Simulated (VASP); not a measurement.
# ScAg3 (Fm-3m) in VASP: single point with LDA

Aim: the single point of ScAg3 with LDA.

Everything below comes from runs of VASP 6.6.1. Logs are shortened: lines on timing, memory, paths and dates and some standing lists are left out, and cuts for length are marked.

### Step 1. The cell of the first run

Symmetry: Fm-3m, No. 225, cubic system. The conventional cell has a = 6.640 Å, b = 6.640 Å, c = 6.640 Å, α = 90.00°, β = 90.00°, γ = 90.00°. Within 3.8 Å of Sc (site symmetry m-3m) lie 14 Ag at 2.88 to 3.32 Å. Within 3.8 Å of Ag (site symmetry -43m) lie 4 Sc at 2.88 Å and 10 Ag at 2.88 to 3.32 Å. Ag (site symmetry m-3m) has 8 Ag at 2.88 Å and 6 Sc at 3.32 Å within 3.8 Å.

### Step 2. Single point, LDA

Input file INCAR:

```
  PREC = Accurate
  ENCUT = 520
  EDIFF = 1E-6
  ISMEAR = 0
  SIGMA = 0.05
  LREAL = F
  LASPH = T
  NELM = 100
  ALGO = Fast
  ISIF = 2
  LWAVE = F
  LCHARG = T
  GGA = CA
  LELF = T
  LVHAR = T
  NBANDS = 30
```

Input file KPOINTS:

```
Automatic mesh
0
Gamma
  10 10 10
```

Input file POSCAR:

```
ScAg3
1.0
    0.0000000000      3.3198771300      3.3198771300
    3.3198771300      0.0000000000      3.3198771300
    3.3198771300      3.3198771300      0.0000000000
Sc Ag
1 3
Direct
    0.0000000000      0.0000000000      0.0000000000
    0.2500000000      0.2500000000      0.2500000000
    0.7500000000      0.7500000000      0.7500000000
    0.5000000000      0.5000000000      0.5000000000
```

Potentials or basis: VASP PAW LDA potentials, release 64 (Sc_sv, Ag).

Command:

```console
$ cat potpaw_LDA.64/Sc_sv/POTCAR potpaw_LDA.64/Ag/POTCAR > POTCAR
$ mpirun -np 1 vasp_std > vasp.out
```

OUTCAR:

```text
PREC = Accurate
   ENCUT = 520
   EDIFF = 1E-6
   ISMEAR = 0
   LREAL = F
   LASPH = T
   NELM = 100
   ISIF = 2
   GGA = CA

 ion  position               nearest neighbor table
   1  0.000  0.000  0.000-   3 2.88   3 2.88   3 2.88   2 2.88   3 2.88   2 2.88   2 2.88   2 2.88
                             4 3.32   4 3.32   4 3.32   4 3.32   4 3.32   4 3.32
   2  0.250  0.250  0.250-   1 2.88   1 2.88   1 2.88   1 2.88   4 2.88   4 2.88   4 2.88   4 2.88
                             3 3.32   3 3.32   3 3.32   3 3.32   3 3.32   3 3.32
   3  0.750  0.750  0.750-   4 2.88   4 2.88   4 2.88   1 2.88   4 2.88   1 2.88   1 2.88   1 2.88
                             2 3.32   2 3.32   2 3.32   2 3.32   2 3.32   2 3.32
   4  0.500  0.500  0.500-   2 2.88   2 2.88   2 2.88   2 2.88   3 2.88   3 2.88   3 2.88   3 2.88
                             1 3.32   1 3.32   1 3.32   1 3.32   1 3.32   1 3.32

  LATTYP: Found a face centered cubic cell.
 ALAT       =     6.6397542600

  Lattice vectors:

 A1 = (   0.0000000000,   3.3198771300,   3.3198771300)
 A2 = (   3.3198771300,   0.0000000000,   3.3198771300)
 A3 = (   3.3198771300,   3.3198771300,   0.0000000000)

Analysis of symmetry for initial positions (statically):
=====================================================================
 Subroutine PRICEL returns:
 Original cell was already a primitive cell.

 Routine SETGRP: Setting up the symmetry group for a
 face centered cubic supercell.

 Subroutine GETGRP returns: Found 48 space group operations
 (whereof 48 operations were pure point group operations)
 out of a pool of 48 trial point group operations.

The static configuration has the point symmetry O_h .

Analysis of symmetry for dynamics (positions and initial velocities):
=====================================================================
 Subroutine PRICEL returns:
 Original cell was already a primitive cell.

 Routine SETGRP: Setting up the symmetry group for a
 face centered cubic supercell.

 Subroutine GETGRP returns: Found 48 space group operations
 (whereof 48 operations were pure point group operations)
 out of a pool of 48 trial point group operations.

The dynamic configuration has the point symmetry O_h .

 Subroutine INISYM returns: Found 48 space group operations
 (whereof 48 operations are pure point group operations),
 and found     1 'primitive' translations

----------------------------------------------------------------------------------------

[... 92 lines left out ...]
   LSORBIT =      F    spin-orbit coupling
   LASPH  =      T    aspherical Exc in radial PAW
   ENCUT  =  520.0 eV  38.22 Ry    6.18 a.u.   8.73  8.73  8.73*2*pi/ulx,y,z
   NELM   =    100;   NELMIN=  2; NELMDL= -5     # of ELM steps
   EDIFF  = 0.1E-05   stopping-criterion for ELM
   LREAL  =      F    real-space projection
   EDIFFG = 0.1E-04   stopping-criterion for IOM
   NSW    =      0    number of steps for IOM
   IBRION =     -1    ionic relax: 0-MD 1-quasi-New 2-CG
   NFREE  =      0    steps in history (QN), initial steepest desc. (CG)
   ISIF   =      2    stress and relaxation
   ISYM   =      2    0-nonsym 1-usesym 2-fastsym
   POTIM  = 0.5000    time-step for ionic-motion
   TEBEG  =    0.0;   TEEND  =   0.0 temperature during run
   PSTRESS=    0.0 pullay stress
   NELECT =      44.0000    total number of electrons
   NUPDOWN=      -1.0000    fix difference up-down
   EMIN   =  10.00;   EMAX   =-10.00  energy-range for DOS
   EFERMI =   0.00;   METHOD = LEGACY
   ISMEAR =     0;   SIGMA  =   0.05  broadening in eV -4-tet -1-fermi 0-gaus
   EFERMI_NEDOS =   21; number of points for ismear=-14 and -15
   IALGO  =     68    algorithm
   IMIX   =      4    mixing-type and parameters
     AMIX     =   0.40;   BMIX     =  1.00
     AMIX_MAG =   1.60;   BMIX_MAG =  1.00
  volume/ion in A,a.u.               =      18.30       123.46
  Fermi-wavevector in a.u.,A,eV,Ry     =   1.381742  2.611114 25.976403  1.909212
  Thomas-Fermi vector in A             =   2.506498
   LORBIT       =      0    0 simple, 1 ext, 2 COOP (PROOUT), +10 PAW based schemes
   GGA     = CA    functional components
   LHFCALC =     F    Hartree Fock is set to
   AEXX    =    0.0000 exact exchange contribution
   IVDW    =     0    specifies the selected vdW correction
   LEPSILON=     F    determine dielectric tensor
   LRPA    =     F    only Hartree local field effects (RPA)
 non-spin polarized calculation
 RMM-DIIS sequential band-by-band and
 Gauss-broadening in eV      SIGMA  =   0.05
  energy-cutoff  :      520.00
  volume of cell :       73.18
 maximum number of plane-waves:      1989
   NGX = 17   NGY = 17   NGZ = 17

 number of electron      44.0000015 magnetization

 Free energy of the ion-electron system (eV)
  ---------------------------------------------------
  ext. energy  EPLUGINS =         0.00000000
  ---------------------------------------------------
  free energy    TOTEN  =       -18.82789016 eV

  energy without entropy =      -18.82407097  energy(sigma->0) =      -18.82598056

 E-fermi :   7.1966     XC(G=0): -12.0076

 val. band max:        7.1878585818   @ k =  -0.3000   0.1000   0.0000
 cond. band min:       7.2007850317   @ k =   0.3000   0.3000   0.0000
 fundamental gap:      0.0129264500
 Fermi energy:         7.1965751048

 k-point     1 :       0.0000    0.0000    0.0000
  band No.  band energies     occupation
      1     -42.3408      2.00000
      2     -21.3042      2.00000
      3     -21.3042      2.00000
      4     -21.3042      2.00000
      5      -0.1902      2.00000
      6       1.1002      2.00000
[... 781 lines left out ...]
     29      12.4543      0.00000
     30      12.9712      0.00000

 [... further k-points ...]
[... 5 lines left out ...]
  --------------------------------------------------------------------------------------
  -------------------------------------------------------------------------------------
  Total       -3.2240067     -3.2240067     -3.2240067     -0.0000000      0.0000000     -0.0000000
  in kB      -70.5846863    -70.5846863    -70.5846863     -0.0000000      0.0000000     -0.0000000
  external PRESSURE =     -70.5846863 kB  Pullay stress =       0.0000000 kB

 VOLUME and BASIS-vectors are now :
 -----------------------------------------------------------------------------
  energy-cutoff  :      520.00
  volume of cell :       73.18
      direct lattice vectors                 reciprocal lattice vectors
     0.000000000  3.319877130  3.319877130    -0.150607983  0.150607983  0.150607983
     3.319877130  0.000000000  3.319877130     0.150607983 -0.150607983  0.150607983
     3.319877130  3.319877130  0.000000000     0.150607983  0.150607983 -0.150607983

 POSITION                                       TOTAL-FORCE (eV/Angst)
 -----------------------------------------------------------------------------------
      0.00000      0.00000      0.00000         0.000000     -0.000000     -0.000000
      1.65994      1.65994      1.65994         0.000000      0.000000      0.000000
      4.97982      4.97982      4.97982        -0.000000     -0.000000     -0.000000
      3.31988      3.31988      3.31988         0.000000     -0.000000     -0.000000
 -----------------------------------------------------------------------------------
    total drift:                                0.000000      0.000000      0.000000

  FREE ENERGIE OF THE ION-ELECTRON SYSTEM (eV)
  ---------------------------------------------------
  free  energy   TOTEN  =       -18.8278901576 eV

  energy  without entropy=      -18.8240709669  energy(sigma->0) =      -18.82598056
```

stdout:

```text
POSCAR found type information on POSCAR ScAg
 POSCAR found :  2 types and       4 ions
 scaLAPACK will be used
 LDA part: xc-table for (Slater(with rela. corr.)+CA(PZ))
 , standard interpolation
 POSCAR, INCAR and KPOINTS ok, starting setup
 FFT: planning ... GRIDC
 FFT: planning ... GRID_SOFT
 FFT: planning ... GRID
 WAVECAR not read
 entering main loop
```

Wall time 68 s (1 thread of Intel Xeon Platinum 8488C (Sapphire Rapids), shared host); peak memory 0.23 GiB.

What came out:

```yaml
Free_energy: -18.8279 eV
Pressure: -7.1 GPa
Band_gap_on_the_k_mesh: zero (band 22 reaches 7.79 eV, above the bottom of band 23 at 5.95 eV)
```

Levels at points of the mesh, in eV from the Fermi level:
| k point | band 20 | band 21 | band 22 | band 23 | band 24 | band 25 |
| --- | --- | --- | --- | --- | --- | --- |
| (0.00, 0.00, 0.00) | -3.80 | 0.59 | 0.59 | 0.59 | 1.93 | 1.93 |
| (0.50, 0.00, 0.00) | -3.62 | -2.72 | 0.30 | 0.30 | 1.65 | 1.68 |
| (0.50, 0.50, 0.00) | -2.68 | -2.27 | -0.18 | -0.05 | -0.05 | 1.68 |
